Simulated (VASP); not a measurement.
# Ir (Fd-3m) in VASP: further runs, part 2 of 2

VASP 6.6.1. Earlier steps stand in the parts before.

### Step 4. Single point, PBE (volume scaled by 1.12)

Input file INCAR:

```
  PREC = Accurate
  ENCUT = 520
  EDIFF = 1E-7
  ISMEAR = -1
  SIGMA = 0.1
  LREAL = F
  LASPH = T
  NELM = 100
  ALGO = Normal
  ISIF = 2
  LWAVE = F
  LCHARG = T
  GGA = PE
  LELF = T
  LVHAR = T
  NBANDS = 16
```

Input file KPOINTS:

```
Automatic mesh
0
Gamma
  11 11 11
```

Input file POSCAR:

```
Ir
1.0
    0.0000000000      2.8922985814      2.8922985814
    2.8922985814      0.0000000000      2.8922985814
    2.8922985814      2.8922985814      0.0000000000
Ir
2
Direct
    0.1250000000      0.1250000000      0.1250000000
    0.8750000000      0.8750000000      0.8750000000
```

Potentials or basis: VASP PAW PBE potentials, release 64 (Ir).

On the command line:

```sh
$ cat potpaw_PBE.64/Ir/POTCAR > POTCAR
$ mpirun -np 1 vasp_std > vasp.out
```

OUTCAR:

```text
PREC = Accurate
   ENCUT = 520
   EDIFF = 1E-7
   ISMEAR = -1
   LREAL = F
   LASPH = T
   NELM = 100
   ISIF = 2
   GGA = PE

 ion  position               nearest neighbor table
   1  0.125  0.125  0.125-   2 2.50   2 2.50   2 2.50   2 2.50
   2  0.875  0.875  0.875-   1 2.50   1 2.50   1 2.50   1 2.50

  LATTYP: Found a face centered cubic cell.
 ALAT       =     5.7845971628

  Lattice vectors:

 A1 = (   0.0000000000,   2.8922985814,   2.8922985814)
 A2 = (   2.8922985814,   0.0000000000,   2.8922985814)
 A3 = (   2.8922985814,   2.8922985814,   0.0000000000)

Analysis of symmetry for initial positions (statically):
=====================================================================
 Subroutine PRICEL returns:
 Original cell was already a primitive cell.

 Routine SETGRP: Setting up the symmetry group for a
 face centered cubic supercell.

 Subroutine GETGRP returns: Found 48 space group operations
 (whereof 12 operations were pure point group operations)
 out of a pool of 48 trial point group operations.

The static configuration has the point symmetry D_3d.
 The point group associated with its full space group is O_h .

Analysis of symmetry for dynamics (positions and initial velocities):
=====================================================================
 Subroutine PRICEL returns:
 Original cell was already a primitive cell.

 Routine SETGRP: Setting up the symmetry group for a
 face centered cubic supercell.

 Subroutine GETGRP returns: Found 48 space group operations
 (whereof 12 operations were pure point group operations)
 out of a pool of 48 trial point group operations.

The dynamic configuration has the point symmetry D_3d.
 The point group associated with its full space group is O_h .

 Subroutine INISYM returns: Found 48 space group operations
 (whereof 12 operations are pure point group operations),
 and found     1 'primitive' translations

----------------------------------------------------------------------------------------

                                     Primitive cell

  volume of cell :      48.3904

  direct lattice vectors                    reciprocal lattice vectors
     0.000000000  2.892298581  2.892298581    -0.172872885  0.172872885  0.172872885
     2.892298581  0.000000000  2.892298581     0.172872885 -0.172872885  0.172872885
     2.892298581  2.892298581  0.000000000     0.172872885  0.172872885 -0.172872885

  length of vectors
     4.090327880  4.090327880  4.090327880     0.299424620  0.299424620  0.299424620

  position of ions in fractional coordinates (direct lattice)
     0.125000000  0.125000000  0.125000000
     0.875000000  0.875000000  0.875000000

  ion indices of the primitive-cell ions
   primitive index   ion index
                 1           1
                 2           2

----------------------------------------------------------------------------------------

 KPOINTS: Automatic mesh

Automatic generation of k-mesh.
 Grid dimensions read from file:
 generate k-points for:   11   11   11

 Generating k-lattice:

  Cartesian coordinates                     Fractional coordinates (reciprocal lattice)
    -0.015715717  0.015715717  0.015715717     0.090909091  0.000000000  0.000000000
     0.015715717 -0.015715717  0.015715717     0.000000000  0.090909091  0.000000000
     0.015715717  0.015715717 -0.015715717     0.000000000  0.000000000  0.090909091

  Length of vectors
     0.027220420  0.027220420  0.027220420

  Shift w.r.t. Gamma in fractional coordinates (k-lattice)
     0.000000000  0.000000000  0.000000000

 Subroutine IBZKPT returns following result:
 ===========================================

 Found     56 irreducible k-points:

 Following reciprocal coordinates:
            Coordinates               Weight
  0.000000  0.000000  0.000000      1.000000
  0.090909  0.000000  0.000000      8.000000
  0.181818  0.000000  0.000000      8.000000
  0.272727  0.000000  0.000000      8.000000
  0.363636  0.000000  0.000000      8.000000
  0.454545  0.000000  0.000000      8.000000
[... 16 lines left out ...]
 -0.272727  0.181818  0.000000     24.000000
 -0.181818  0.181818  0.000000     12.000000
 [... further k-points ...]
   k-points           NKPTS =     56   k-points in BZ     NKDIM =     56   number of bands    NBANDS=     16
   number of dos      NEDOS =    301   number of ions     NIONS =      2
   total plane-waves  NPLWV =  27000
   dimension x,y,z NGX =    30 NGY =   30 NGZ =   30
   dimension x,y,z NGXF=    60 NGYF=   60 NGZF=   60
   ions per type =               2
   NGX,Y,Z   is equivalent  to a cutoff of  12.19, 12.19, 12.19 a.u.
   NGXF,Y,Z  is equivalent  to a cutoff of  24.39, 24.39, 24.39 a.u.
 SYSTEM =  unknown system
   PREC   = accura    normal or accurate (medium, high low for compatibility)
   ISTART =      0    job   : 0-new  1-cont  2-samecut
   ICHARG =      2    charge: 1-file 2-atom 10-const
   ISPIN  =      1    spin polarized calculation?
   LNONCOLLINEAR =      F non collinear calculations
   LSORBIT =      F    spin-orbit coupling
   LASPH  =      T    aspherical Exc in radial PAW
   ENCUT  =  520.0 eV  38.22 Ry    6.18 a.u.   7.61  7.61  7.61*2*pi/ulx,y,z
   NELM   =    100;   NELMIN=  2; NELMDL= -5     # of ELM steps
   EDIFF  = 0.1E-06   stopping-criterion for ELM
   LREAL  =      F    real-space projection
   EDIFFG = 0.1E-05   stopping-criterion for IOM
   NSW    =      0    number of steps for IOM
   IBRION =     -1    ionic relax: 0-MD 1-quasi-New 2-CG
   NFREE  =      0    steps in history (QN), initial steepest desc. (CG)
   ISIF   =      2    stress and relaxation
   ISYM   =      2    0-nonsym 1-usesym 2-fastsym
   POTIM  = 0.5000    time-step for ionic-motion
   TEBEG  =    0.0;   TEEND  =   0.0 temperature during run
   PSTRESS=    0.0 pullay stress
   NELECT =      18.0000    total number of electrons
   NUPDOWN=      -1.0000    fix difference up-down
   EMIN   =  10.00;   EMAX   =-10.00  energy-range for DOS
   EFERMI =   0.00;   METHOD = LEGACY
   ISMEAR =    -1;   SIGMA  =   0.10  broadening in eV -4-tet -1-fermi 0-gaus
   EFERMI_NEDOS =   21; number of points for ismear=-14 and -15
   IALGO  =     38    algorithm
   IMIX   =      4    mixing-type and parameters
     AMIX     =   0.40;   BMIX     =  1.00
     AMIX_MAG =   1.60;   BMIX_MAG =  1.00
  volume/ion in A,a.u.               =      24.20       163.28
  Fermi-wavevector in a.u.,A,eV,Ry     =   1.177369  2.224905 18.860361  1.386197
  Thomas-Fermi vector in A             =   2.313717
   LORBIT       =      0    0 simple, 1 ext, 2 COOP (PROOUT), +10 PAW based schemes
   GGA     = PE    functional components
   LHFCALC =     F    Hartree Fock is set to
   AEXX    =    0.0000 exact exchange contribution
   IVDW    =     0    specifies the selected vdW correction
   LEPSILON=     F    determine dielectric tensor
   LRPA    =     F    only Hartree local field effects (RPA)
 non-spin polarized calculation
  energy-cutoff  :      520.00
  volume of cell :       48.39
 maximum number of plane-waves:      1321
   NGX = 15   NGY = 15   NGZ = 15

 number of electron      18.0000000 magnetization

 Free energy of the ion-electron system (eV)
  ---------------------------------------------------
  ext. energy  EPLUGINS =         0.00000000
  ---------------------------------------------------
  free energy    TOTEN  =       -15.45163796 eV

  energy without entropy =      -15.36145288  energy(sigma->0) =      -15.40654542

 E-fermi :   3.8923     XC(G=0): -10.5549

 val. band max:        3.8712902956   @ k =  -0.3636   0.2727   0.0909
 cond. band min:       3.9255132171   @ k =  -0.2727   0.2727   0.0000
 fundamental gap:      0.0542229216
 Fermi energy:         3.8922599062

 k-point     1 :       0.0000    0.0000    0.0000
  band No.  band energies     occupation
      1      -3.2509      2.00000
      2      -0.3758      2.00000
      3      -0.3758      2.00000
      4      -0.1489      2.00000
      5      -0.1489      2.00000
      6      -0.1489      2.00000
[... 8 lines left out ...]
     15      15.5517      0.00000
     16      15.5517      0.00000
[... 419 lines left out ...]
 k-point    24 :      -0.1818    0.1818    0.0000
  band No.  band energies     occupation
      1      -2.0573      2.00000
      2      -0.8040      2.00000
      3      -0.3719      2.00000
      4      -0.3182      2.00000
      5       0.0577      2.00000
      6       0.6986      2.00000
[... 8 lines left out ...]
     15      14.2742      0.00000
     16      16.0001      0.00000

 [... further k-points ...]
[... 5 lines left out ...]
  --------------------------------------------------------------------------------------
  -------------------------------------------------------------------------------------
  Total       -4.7223339     -4.7223339     -4.7223339     -0.0000000     -0.0000000     -0.0000000
  in kB     -156.3536079   -156.3536079   -156.3536079     -0.0000000     -0.0000000     -0.0000000
  external PRESSURE =    -156.3536079 kB  Pullay stress =       0.0000000 kB

 VOLUME and BASIS-vectors are now :
 -----------------------------------------------------------------------------
  energy-cutoff  :      520.00
  volume of cell :       48.39
      direct lattice vectors                 reciprocal lattice vectors
     0.000000000  2.892298581  2.892298581    -0.172872885  0.172872885  0.172872885
     2.892298581  0.000000000  2.892298581     0.172872885 -0.172872885  0.172872885
     2.892298581  2.892298581  0.000000000     0.172872885  0.172872885 -0.172872885

 POSITION                                       TOTAL-FORCE (eV/Angst)
 -----------------------------------------------------------------------------------
      0.72307      0.72307      0.72307         0.000000     -0.000000      0.000000
      5.06152      5.06152      5.06152        -0.000000      0.000000     -0.000000
 -----------------------------------------------------------------------------------
    total drift:                               -0.000000      0.000000      0.000000

  FREE ENERGIE OF THE ION-ELECTRON SYSTEM (eV)
  ---------------------------------------------------
  free  energy   TOTEN  =       -15.4516379637 eV

  energy  without entropy=      -15.3614528758  energy(sigma->0) =      -15.40654542
```

Run time: 20 s. Hardware: 1 thread of Intel Xeon 6975P-C (Granite Rapids), shared host; peak memory 0.18 GiB.

Results:

```yaml
Free_energy: -15.4516 eV
Pressure: -15.6 GPa
Band_gap_on_the_k_mesh: zero (band 9 reaches 4.65 eV, above the bottom of band 10 at 3.49 eV)
```

Caveat: spin-orbit coupling is left out, which moves the levels of the heavy elements.

### Step 5. The runs side by side

```csv
cell,gap on the mesh (eV),pressure (GPa)
"a = 3.991 Å, angles 60.0°, 2 atoms",none,-6.8
"a = 4.041 Å, angles 60.0°, 2 atoms",none,-11.8
"a = 4.090 Å, angles 60.0°, 2 atoms",none,-15.6
```

Alike in all rows: task single point; level PBE; potentials or basis VASP PAW PBE potentials, release 64 (Ir); no spin polarisation; k mesh 11 × 11 × 11; cutoff (eV) 520; smearing fermi-dirac 0.1 eV.

Caveats: spin-orbit coupling is left out, which moves the levels of the heavy elements.

Total energies depend on the potentials used, so only differences within one code and one set of settings carry meaning.
